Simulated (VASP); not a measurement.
Input of a VASP 6.6.1 run:

The input POSCAR:

```
SnSe
1.0
    4.2853274191      0.0000000000      0.0000000000
    0.0000000000      4.2853274191      0.0000000000
    0.0000000000      0.0000000000     10.9906921300
Sn Se
2 2
Direct
    0.0000000000      0.5000000000      0.6277708900
    0.5000000000      0.0000000000      0.3722291100
    0.0000000000      0.5000000000      0.3839605100
    0.5000000000      0.0000000000      0.6160394900
```

Contents of INCAR.step1:

```
SYSTEM = SnSe
PREC = Accurate ; ENCUT = 520
EDIFF = 1E-5 ; ISMEAR = -1
SIGMA = 0.05 ; LREAL = .FALSE.
LASPH = .TRUE. ; NELM = 100
ALGO = Normal ; ISIF = 2
LWAVE = .TRUE. ; LCHARG = .FALSE.
NBANDS = 28 ; GGA = PE
```

File INCAR.step2:

```
SYSTEM = SnSe
PREC = Accurate ; ENCUT = 520
EDIFF = 1E-7 ; ISMEAR = -1
SIGMA = 0.05 ; LREAL = .FALSE.
LASPH = .TRUE. ; NELM = 100
ALGO = Normal ; ISIF = 2
LWAVE = .FALSE. ; LCHARG = .FALSE.
GGA = PE ; LHFCALC = .TRUE.
AEXX = 0.5 ; HFSCREEN = 0.2
PRECFOCK = Normal ; NBANDS = 28
ISTART = 1
```

KPOINTS

```
regular mesh
0
G
  3 3 2
  0 0 0
```

Potentials or basis: VASP PAW PBE potentials, release 64 (Sn_d, Se).

The run is started by

```bash
$ cat potpaw_PBE.64/Sn_d/POTCAR potpaw_PBE.64/Se/POTCAR > POTCAR
$ cp INCAR.step1 INCAR
$ mpirun -np 1 vasp_std > vasp.out
$ cp INCAR.step2 INCAR
$ mpirun -np 1 vasp_std > vasp.out
```

Task: Predict the band gap on the k mesh.

Result: 2.62 eV.

Task: Predict the largest force.

Result: 0.174 eV/Å.

Forces on the atoms (eV/Å):
```
Sn   0.000  0.000 -0.174
Sn   0.000  0.000  0.174
Se   0.000  0.000 -0.039
Se   0.000  0.000  0.039
```

Caveat: the k points lie up to 0.49 Å⁻¹ apart; there is no dipole correction, which matters where the two faces differ; the PAW data sets were made with another functional, which shifts forces and pressure a little; spin-orbit coupling is left out, which moves the levels of the heavy elements.
